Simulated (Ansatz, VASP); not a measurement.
Pd: VASP beside Ansatz

File INCAR:

```
SYSTEM = Pd
PREC = Accurate ; ENCUT = 520
EDIFF = 1E-7 ; ISMEAR = -1
SIGMA = 0.05 ; LREAL = .FALSE.
LASPH = .TRUE. ; NELM = 150
ALGO = Normal ; ISIF = 2
LWAVE = .FALSE. ; LCHARG = .TRUE.
ISPIN = 2 ; MAGMOM = 0.387 0.387 0.395 0.395
LORBIT = 11 ; LMAXMIX = 4
GGA = RP ; LELF = .TRUE.
LVHAR = .TRUE. ; NBANDS = 32
```

Contents of KPOINTS:

```
regular mesh
0
G
  14 14 4
  0 0 0
```

The input POSCAR:

```
Pd
1.0
    2.8784107487      0.0000000000      0.0000000000
   -1.4392053744      2.4927768309      0.0000000000
    0.0000000000      0.0000000000      9.5205995753
Pd
4
Direct
    1.0000000000      1.0000000000      0.0000000000
    1.0000000000      1.0000000000      0.5000000000
    0.3333333333      0.6666666667      0.2500000000
    0.6666666667      0.3333333333      0.7500000000
```

Input for Ansatz:

```yaml
crystal:
  lattice:
    - [2.8784107487, 0.0, 0.0]
    - [-1.4392053744, 2.4927768309, 0.0]
    - [0.0, 0.0, 9.5205995753]
  atoms:
    - { symbol: Pd, position: [1.0, 1.0, 0.0], spin: 0.387 }
    - { symbol: Pd, position: [1.0, 1.0, 0.5], spin: 0.387 }
    - { symbol: Pd, position: [0.3333333333, 0.6666666667, 0.25], spin: 0.395 }
    - { symbol: Pd, position: [0.6666666667, 0.3333333333, 0.75], spin: 0.395 }
hamiltonian:
  xc: rpbe
  pseudopotentials:
    kind: paw
    azcp:
      Pd: "pseudopotentials/Pd.paw.azcp"
basis:
  ecutwfc: 420
  fft_grid_basis: typed
kpoints:
  mp_grid: { grid: [14, 14, 4], shift: [0, 0, 0] }
magnetization:
  spin_polarized: true
scf:
  occupations: { method: fermi_dirac, width: 0.05 }
  lower_state_search: "off"
output:
  stress: true
  write_density: true
  write_potential: true
  elf: true
  volumetric_format: npy
```

Alike in both runs: task single point; functional RPBE; k mesh 14 × 14 × 4; occupations fermi-dirac, width 0.05 eV; collinear spin.

```csv
,VASP,Ansatz
version,VASP 6.6.1,Ansatz 0.2.0
potentials or method,"VASP PAW PBE potentials, release 64 (Pd), cutoff 520 eV","plane waves (420 eV) with PAW, scalar-relativistic"
valence electrons in the cell,40,72
```

```csv
,VASP,Ansatz,Ansatz less VASP
pressure (GPa),-9.0,-8.8,+0.14
"traceless stress, the component that is largest in VASP (GPa)",-0.40,-0.38,+0.016
net moment per atom (μB),0.41,0.41,0.000
size of the moment on the site where the two differ most (μB),0.41,0.42,+0.008
```

VASP's potentials were made for PBE, not for RPBE. Site moments also hang on the region over which each program counts them. With one functional, cell and mesh, what is left measures potentials, basis and numerics. VASP's potentials hold 40 valence electrons a cell and Ansatz's 72, so a difference there can come from the potentials and not from the codes.
